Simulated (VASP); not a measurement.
# Rb3Cd (Pm-3m) in VASP: single point with LDA

Aim: the single point of Rb3Cd with LDA.

All numbers are computed with VASP 6.6.1; they aren't measurements. Logs are shortened: lines on timing, memory, paths and dates and some standing lists are left out, and cuts for length are marked.

### 1 The cell of the first run

Symmetry: Pm-3m, No. 221, cubic system. Conventional cell: a = 6.313 Å, b = 6.313 Å, c = 6.313 Å, α = 90.00°, β = 90.00°, γ = 90.00°. Within 5.9 Å of Rb (site symmetry 4/mmm) lie 8 Rb at 4.46 Å and 4 Cd at 4.46 Å. Within 5.9 Å of Cd (site symmetry m-3m) lie 12 Rb at 4.46 Å.

### 2 Single point, LDA

Input file POSCAR:

```
Rb3Cd
1.0
    6.3125020000      0.0000000000      0.0000000000
    0.0000000000      6.3125020000      0.0000000000
    0.0000000000      0.0000000000      6.3125020000
Rb Cd
3 1
Direct
    0.0000000000      0.5000000000      0.5000000000
    0.5000000000      0.0000000000      0.5000000000
    0.5000000000      0.5000000000      0.0000000000
    0.0000000000      0.0000000000      0.0000000000
```

Input file INCAR.step1:

```
SYSTEM = Rb3Cd
ALGO = Normal ; EDIFF = 1E-6
ENCUT = 400 ; GGA_COMPAT = .FALSE.
ISIF = 2 ; ISMEAR = 1
LASPH = .TRUE. ; LCHARG = .TRUE.
LORBIT = 11 ; LREAL = .FALSE.
LWAVE = .FALSE. ; NBANDS = 28
NEDOS = 2001 ; NELM = 120
PREC = Accurate ; SIGMA = 0.05
```

Input file KPOINTS.step1:

```
Automatic mesh
0
Gamma
  3 3 3
  0.5 0.5 0.5
```

Input file INCAR.step2:

```
SYSTEM = Rb3Cd
ALGO = Normal ; EDIFF = 1E-6
ENCUT = 400 ; GGA_COMPAT = .FALSE.
ICHARG = 11 ; ISIF = 2
ISMEAR = -5 ; LASPH = .TRUE.
LCHARG = .FALSE. ; LORBIT = 11
LREAL = .FALSE. ; LWAVE = .FALSE.
NBANDS = 28 ; NEDOS = 2001
NELM = 120 ; PREC = Accurate
SIGMA = 0.05
```

Input file KPOINTS.step2:

```
k-points
0
G
  5 5 5
  0 0 0
```

Potentials or basis: VASP PAW LDA potentials, release 64 (Rb_sv, Cd).

Started as:

```sh
cat potpaw_LDA.64/Rb_sv/POTCAR potpaw_LDA.64/Cd/POTCAR > POTCAR
cp INCAR.step1 INCAR
cp KPOINTS.step1 KPOINTS
mpirun -np 1 vasp_std > vasp.out
cp INCAR.step2 INCAR
cp KPOINTS.step2 KPOINTS
mpirun -np 1 vasp_std > vasp.out
```

OUTCAR:

```text
SYSTEM = Rb3Cd
   EDIFF = 1E-6
   ENCUT = 400
   ICHARG = 11
   ISIF = 2
   ISMEAR = -5
   LASPH = .TRUE.
   LORBIT = 11
   LREAL = .FALSE.
   NELM = 120
   PREC = Accurate

 ion  position               nearest neighbor table
   1  0.000  0.500  0.500-   2 4.46   3 4.46   4 4.46   3 4.46   4 4.46   2 4.46   4 4.46   4 4.46
                             2 4.46   3 4.46   3 4.46   2 4.46
   2  0.500  0.000  0.500-   1 4.46   3 4.46   4 4.46   3 4.46   4 4.46   1 4.46   3 4.46   3 4.46
                             1 4.46   4 4.46   4 4.46   1 4.46
   3  0.500  0.500  0.000-   1 4.46   2 4.46   4 4.46   1 4.46   2 4.46   2 4.46   4 4.46   2 4.46
                             1 4.46   4 4.46   1 4.46   4 4.46
   4  0.000  0.000  0.000-   1 4.46   2 4.46   3 4.46   1 4.46   2 4.46   1 4.46   3 4.46   1 4.46
                             2 4.46   3 4.46   2 4.46   3 4.46

  LATTYP: Found a simple cubic cell.
 ALAT       =     6.3125020000

  Lattice vectors:

 A1 = (   6.3125020000,   0.0000000000,   0.0000000000)
 A2 = (   0.0000000000,   6.3125020000,   0.0000000000)
 A3 = (   0.0000000000,   0.0000000000,   6.3125020000)

Analysis of symmetry for initial positions (statically):
=====================================================================
 Subroutine PRICEL returns:
 Original cell was already a primitive cell.

 Routine SETGRP: Setting up the symmetry group for a
 simple cubic supercell.

 Subroutine GETGRP returns: Found 48 space group operations
 (whereof 48 operations were pure point group operations)
 out of a pool of 48 trial point group operations.

The static configuration has the point symmetry O_h .

Analysis of symmetry for dynamics (positions and initial velocities):
=====================================================================
 Subroutine PRICEL returns:
 Original cell was already a primitive cell.

 Routine SETGRP: Setting up the symmetry group for a
 simple cubic supercell.

 Subroutine GETGRP returns: Found 48 space group operations
 (whereof 48 operations were pure point group operations)
 out of a pool of 48 trial point group operations.

The dynamic configuration has the point symmetry O_h .

 Subroutine INISYM returns: Found 48 space group operations
 (whereof 48 operations are pure point group operations),
 and found     1 'primitive' translations

----------------------------------------------------------------------------------------

                                     Primitive cell

  volume of cell :     251.5386

  direct lattice vectors                    reciprocal lattice vectors
     6.312502000  0.000000000  0.000000000     0.158415791  0.000000000  0.000000000
     0.000000000  6.312502000  0.000000000     0.000000000  0.158415791  0.000000000
     0.000000000  0.000000000  6.312502000     0.000000000  0.000000000  0.158415791

  length of vectors
     6.312502000  6.312502000  6.312502000     0.158415791  0.158415791  0.158415791

  position of ions in fractional coordinates (direct lattice)
     0.000000000  0.500000000  0.500000000
     0.500000000  0.000000000  0.500000000
     0.500000000  0.500000000  0.000000000
     0.000000000  0.000000000  0.000000000

  ion indices of the primitive-cell ions
   primitive index   ion index
                 1           1
                 2           2
                 3           3
                 4           4

----------------------------------------------------------------------------------------

 KPOINTS: k-points

Automatic generation of k-mesh.
 Grid dimensions read from file:
 generate k-points for:    5    5    5

 Generating k-lattice:

  Cartesian coordinates                     Fractional coordinates (reciprocal lattice)
     0.031683158  0.000000000  0.000000000     0.200000000  0.000000000  0.000000000
     0.000000000  0.031683158  0.000000000     0.000000000  0.200000000  0.000000000
     0.000000000  0.000000000  0.031683158     0.000000000  0.000000000  0.200000000

  Length of vectors
     0.031683158  0.031683158  0.031683158

  Shift w.r.t. Gamma in fractional coordinates (k-lattice)
     0.000000000  0.000000000  0.000000000

 TETIRR: Found     57 inequivalent tetrahedra from      750

 Subroutine IBZKPT returns following result:
 ===========================================

 Found     10 irreducible k-points:

 Following reciprocal coordinates:
            Coordinates               Weight
  0.000000  0.000000  0.000000      1.000000
  0.200000  0.000000  0.000000      6.000000
  0.400000  0.000000  0.000000      6.000000
  0.200000  0.200000  0.000000     12.000000
  0.400000  0.200000  0.000000     24.000000
  0.400000  0.400000  0.000000     12.000000
  0.200000  0.200000  0.200000      8.000000
  0.400000  0.200000  0.200000     24.000000
  0.400000  0.400000  0.200000     24.000000
  0.400000  0.400000  0.400000      8.000000
   k-points           NKPTS =     10   k-points in BZ     NKDIM =     10   number of bands    NBANDS=     28
   number of dos      NEDOS =   2001   number of ions     NIONS =      4
   total plane-waves  NPLWV =  74088
   dimension x,y,z NGX =    42 NGY =   42 NGZ =   42
   dimension x,y,z NGXF=    84 NGYF=   84 NGZF=   84
   ions per type =               3   1
   NGX,Y,Z   is equivalent  to a cutoff of  11.06, 11.06, 11.06 a.u.
   NGXF,Y,Z  is equivalent  to a cutoff of  22.12, 22.12, 22.12 a.u.
 SYSTEM =  Rb3Cd
   PREC   = accura    normal or accurate (medium, high low for compatibility)
   ISTART =      0    job   : 0-new  1-cont  2-samecut
   ICHARG =     11    charge: 1-file 2-atom 10-const
   ISPIN  =      1    spin polarized calculation?
   LNONCOLLINEAR =      F non collinear calculations
   LSORBIT =      F    spin-orbit coupling
   LASPH  =      T    aspherical Exc in radial PAW
   ENCUT  =  400.0 eV  29.40 Ry    5.42 a.u.  10.29 10.29 10.29*2*pi/ulx,y,z
   NELM   =    120;   NELMIN=  2; NELMDL=  0     # of ELM steps
   EDIFF  = 0.1E-05   stopping-criterion for ELM
   LREAL  =      F    real-space projection
   EDIFFG = 0.1E-04   stopping-criterion for IOM
   NSW    =      0    number of steps for IOM
   IBRION =     -1    ionic relax: 0-MD 1-quasi-New 2-CG
   NFREE  =      0    steps in history (QN), initial steepest desc. (CG)
   ISIF   =      2    stress and relaxation
   ISYM   =      2    0-nonsym 1-usesym 2-fastsym
   POTIM  = 0.5000    time-step for ionic-motion
   TEBEG  =    0.0;   TEEND  =   0.0 temperature during run
   PSTRESS=    0.0 pullay stress
   NELECT =      39.0000    total number of electrons
   NUPDOWN=      -1.0000    fix difference up-down
   EMIN   =  10.00;   EMAX   =-10.00  energy-range for DOS
   EFERMI =   0.00;   METHOD = LEGACY
   ISMEAR =    -5;   SIGMA  =   0.05  broadening in eV -4-tet -1-fermi 0-gaus
   EFERMI_NEDOS =   21; number of points for ismear=-14 and -15
   IALGO  =     38    algorithm
   IMIX   =      4    mixing-type and parameters
     AMIX     =   0.40;   BMIX     =  1.00
     AMIX_MAG =   1.60;   BMIX_MAG =  1.00
  volume/ion in A,a.u.               =      62.88       424.37
  Fermi-wavevector in a.u.,A,eV,Ry     =   0.879484  1.661985 10.524010  0.773493
  Thomas-Fermi vector in A             =   1.999714
   LORBIT       =     11    0 simple, 1 ext, 2 COOP (PROOUT), +10 PAW based schemes
   GGA     = CA    functional components
   LHFCALC =     F    Hartree Fock is set to
   AEXX    =    0.0000 exact exchange contribution
   IVDW    =     0    specifies the selected vdW correction
   LEPSILON=     F    determine dielectric tensor
   LRPA    =     F    only Hartree local field effects (RPA)
 non-spin polarized calculation
 Fermi weights with tetrahedron method with Bloechl corrections
  energy-cutoff  :      400.00
  volume of cell :      251.54
 maximum number of plane-waves:      4597
 NGX is ok and might be reduce to    42

 number of electron      39.0000028 magnetization

 Free energy of the ion-electron system (eV)
  ---------------------------------------------------
  ext. energy  EPLUGINS =         0.00000000
  ---------------------------------------------------
  free energy    TOTEN  =        -4.20106037 eV

  energy without entropy =       -4.20106037  energy(sigma->0) =       -4.20106037

 E-fermi :   0.2668     XC(G=0):  -6.6841

 val. band max:        0.2508162959   @ k =   0.4000   0.2000   0.2000
 cond. band min:       0.3259833439   @ k =   0.4000   0.2000   0.0000
 fundamental gap:      0.0751670480
 Fermi energy:         0.2667661571

 k-point     1 :       0.0000    0.0000    0.0000
  band No.  band energies     occupation
      1     -28.3876      2.00000
      2     -28.3660      2.00000
      3     -28.3660      2.00000
      4     -12.6547      2.00000
      5     -12.6547      2.00000
      6     -12.6547      2.00000
[... 20 lines left out ...]
     27       2.4855      0.00000
     28       2.7686      0.00000

 k-point     2 :       0.2000    0.0000    0.0000
  band No.  band energies     occupation
      1     -28.3858      2.00000
      2     -28.3678      2.00000
      3     -28.3660      2.00000
      4     -12.6437      2.00000
      5     -12.6437      2.00000
      6     -12.6372      2.00000
[... 20 lines left out ...]
     27       2.5815      0.00000
     28       2.8761      0.00000

 k-point     3 :       0.4000    0.0000    0.0000
  band No.  band energies     occupation
      1     -28.3816      2.00000
      2     -28.3720      2.00000
      3     -28.3660      2.00000
      4     -12.6218      2.00000
      5     -12.6218      2.00000
      6     -12.5896      2.00000
[... 20 lines left out ...]
     27       2.7954      0.00000
     28       3.4751      0.00000

 k-point     4 :       0.2000    0.2000    0.0000
  band No.  band energies     occupation
      1     -28.3841      2.00000
      2     -28.3685      2.00000
      3     -28.3670      2.00000
      4     -12.6536      2.00000
      5     -12.6323      2.00000
      6     -12.6049      2.00000
[... 20 lines left out ...]
     27       2.7543      0.00000
     28       3.0189      0.00000

 k-point     5 :       0.4000    0.2000    0.0000
  band No.  band energies     occupation
      1     -28.3802      2.00000
      2     -28.3720      2.00000
      3     -28.3673      2.00000
      4     -12.6422      2.00000
      5     -12.6088      2.00000
      6     -12.5739      2.00000
[... 20 lines left out ...]
     27       2.9126      0.00000
     28       3.3644      0.00000

 k-point     6 :       0.4000    0.4000    0.0000
  band No.  band energies     occupation
      1     -28.3767      2.00000
      2     -28.3725      2.00000
      3     -28.3703      2.00000
      4     -12.6566      2.00000
      5     -12.6068      2.00000
      6     -12.5791      2.00000
[... 20 lines left out ...]
     27       3.1438      0.00000
     28       3.2445      0.00000

 k-point     7 :       0.2000    0.2000    0.2000
  band No.  band energies     occupation
      1     -28.3826      2.00000
      2     -28.3685      2.00000
      3     -28.3685      2.00000
      4     -12.6716      2.00000
      5     -12.5978      2.00000
      6     -12.5978      2.00000
[... 20 lines left out ...]
     27       2.8377      0.00000
     28       3.1633      0.00000

 k-point     8 :       0.4000    0.2000    0.2000
  band No.  band energies     occupation
      1     -28.3790      2.00000
      2     -28.3721      2.00000
      3     -28.3685      2.00000
      4     -12.6738      2.00000
      5     -12.5803      2.00000
      6     -12.5793      2.00000
[... 20 lines left out ...]
     27       3.2582      0.00000
     28       3.2736      0.00000

 k-point     9 :       0.4000    0.4000    0.2000
  band No.  band energies     occupation
      1     -28.3761      2.00000
      2     -28.3725      2.00000
      3     -28.3709      2.00000
      4     -12.6968      2.00000
      5     -12.6072      2.00000
      6     -12.5749      2.00000
[... 20 lines left out ...]
     27       3.5432      0.00000
     28       3.6786      0.00000

 k-point    10 :       0.4000    0.4000    0.4000
  band No.  band energies     occupation
      1     -28.3745      2.00000
      2     -28.3724      2.00000
      3     -28.3724      2.00000
      4     -12.7350      2.00000
      5     -12.6078      2.00000
      6     -12.6056      2.00000
[... 20 lines left out ...]
     27       3.8952      0.00000
     28       4.0395      0.00000

------------------------ aborting loop because EDIFF is reached ----------------------------------------

  FORCE on cell =-STRESS in cart. coord.  units (eV):
  Direction    XX          YY          ZZ          XY          YZ          ZX
  --------------------------------------------------------------------------------------
  -------------------------------------------------------------------------------------
  Total       -1.5328167     -1.5328167     -1.5328167     -0.0000000     -0.0000000     -0.0000000
  in kB       -9.7632908     -9.7632908     -9.7632908     -0.0000000     -0.0000000     -0.0000000
  external PRESSURE =      -9.7632908 kB  Pullay stress =       0.0000000 kB

 VOLUME and BASIS-vectors are now :
 -----------------------------------------------------------------------------
  energy-cutoff  :      400.00
  volume of cell :      251.54
      direct lattice vectors                 reciprocal lattice vectors
     6.312502000  0.000000000  0.000000000     0.158415791  0.000000000  0.000000000
     0.000000000  6.312502000  0.000000000     0.000000000  0.158415791  0.000000000
     0.000000000  0.000000000  6.312502000     0.000000000  0.000000000  0.158415791

 POSITION                                       TOTAL-FORCE (eV/Angst)
 -----------------------------------------------------------------------------------
      0.00000      3.15625      3.15625         0.000000      0.000000      0.000000
      3.15625      0.00000      3.15625         0.000000      0.000000      0.000000
      3.15625      3.15625      0.00000         0.000000      0.000000      0.000000
      0.00000      0.00000      0.00000         0.000000      0.000000      0.000000
 -----------------------------------------------------------------------------------
    total drift:                                0.000000     -0.000000     -0.000000

  FREE ENERGIE OF THE ION-ELECTRON SYSTEM (eV)
  ---------------------------------------------------
  free  energy   TOTEN  =        -4.2010603698 eV

  energy  without entropy=       -4.2010603698  energy(sigma->0) =       -4.20106037

 total charge

# of ion       s       p       d       tot
------------------------------------------
    1        1.968   5.305   0.011   7.284
    2        1.968   5.305   0.011   7.284
    3        1.968   5.305   0.011   7.284
    4        0.681   0.103   9.483  10.267
--------------------------------------------------
tot          6.585  16.017   9.517  32.118
```

Wall time 48 s (1 thread of AMD EPYC 7R13, shared host); peak memory 0.17 GiB.

What came out:

```yaml
Valence_electrons_inside_the_program's_atomic_spheres: Rb 7.28; Cd 10.27
```

Caveat: tetrahedron occupations give inexact forces and stress in metals.
